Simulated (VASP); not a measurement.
Write the native input for VASP 6.6.1 that does the following.

- Task: relaxation of volume and atoms at fixed shape
- Functional: LDA
- Potentials or basis: VASP PAW LDA potentials, release 64 (Os)
- Cutoff: 600 eV
- k mesh: 7 × 7 × 4
- Occupations: fermi-dirac, width 0.1 eV
- Spin: no spin polarisation
- Dipole correction: no
- Further INCAR settings: ALGO = Normal; EDIFF = 1e-07; IBRION = 2; EDIFFG = -0.02; NSW = 80; ISIF = 8

The structure of Os lies in POSCAR:

```
Os
1.0
    2.7341000000      0.0000000000      0.0000000000
   -1.3670500000      2.3678000565      0.0000000000
    0.0000000000      0.0000000000      4.3197000000
Os
2
Direct
    0.3333333333      0.6666666667      0.2500000000
    0.6666666667      0.3333333333      0.7500000000
```

The input as run:

INCAR

```
  ALGO = Normal
  EDIFF = 1E-7
  EDIFFG = -0.02
  ENCUT = 600
  GGA = CA
  GGA_COMPAT = F
  IBRION = 2
  ISIF = 8
  ISMEAR = -1
  LASPH = T
  LCHARG = F
  LREAL = F
  LWAVE = F
  NELM = 120
  NELMIN = 4
  NSW = 80
  PREC = Accurate
  SIGMA = 0.1
```

KPOINTS

```
k-points
0
Gamma
  7 7 4
```

Potentials or basis: VASP PAW LDA potentials, release 64 (Os).

Launch:

```console
$ cat potpaw_LDA.64/Os/POTCAR > POTCAR
$ mpirun -np 1 vasp_std > vasp.out
```

It gave:

| Property | Result |
| --- | --- |
| Relaxed volume | 13.77 Å³/atom |
| Relaxed cell | a = 2.720 Å, b = 2.720 Å, c = 4.297 Å, α = 90.00°, β = 90.00°, γ = 120.00° |
| Space group after relaxing (to 0.1 Å) | P6_3/mmc (No. 194) |
| Energy gained by relaxing | 4.6 meV/atom |
| Ionic steps | 4 |
| Pressure after relaxing | 0.0 GPa |
| Band gap on the k mesh | zero (bands 8 and 9 overlap by 3.45 eV) |

Caveat: the k points lie up to 0.38 Å⁻¹ apart in the final cell, too coarse for converged energies and pressures of a metal; spin-orbit coupling is left out, which moves the levels of the heavy elements.

Run time: 43 s on 1 thread of Intel Xeon 8259CL (shared host), peak memory 0.15 GiB.
